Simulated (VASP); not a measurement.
BAs (zincblende type): single point with PBE

Crystal: BAs (zincblende type).

```
B As
1.0
     0.00000    2.23229    2.23229
     2.23229    0.00000    2.23229
     2.23229    2.23229    0.00000
B As
1 1
Direct
  0.00000 0.00000 0.00000
  0.25000 0.25000 0.25000
```

This cell differs from its parent crystal: volume scaled by 0.8.

```json
{
  "Program": "VASP 6.6.1",
  "Task": "single point",
  "Functional": "PBE",
  "Potentials or basis": "VASP PAW PBE potentials, release 64 (B, As)",
  "Cutoff": "520 eV",
  "k mesh": "14 × 14 × 14",
  "Occupations": "fermi-dirac, width 0.08 eV",
  "Spin": "no spin polarisation"
}
```

```yaml
Pressure: 47.7 GPa
Band_gap_on_the_k_mesh: 0.96 eV, indirect (least direct gap 3.57 eV)
```

Levels at points of the mesh, in eV from the valence-band top:
```tsv
k point	band 2	band 3	band 4	band 5	band 6	band 7
(0.00, 0.00, 0.00)	0.00	0.00	0.00	3.57	3.57	3.57
(0.50, 0.00, 0.00)	-10.43	-2.18	-2.18	4.00	4.99	4.99
(0.50, 0.50, 0.00)	-9.77	-5.00	-5.00	1.12	1.24	13.42
```

It took 40 s on 1 thread of AMD EPYC 7R13, on a shared host, peak memory 0.13 GiB.

 A k mesh can miss the band edges.
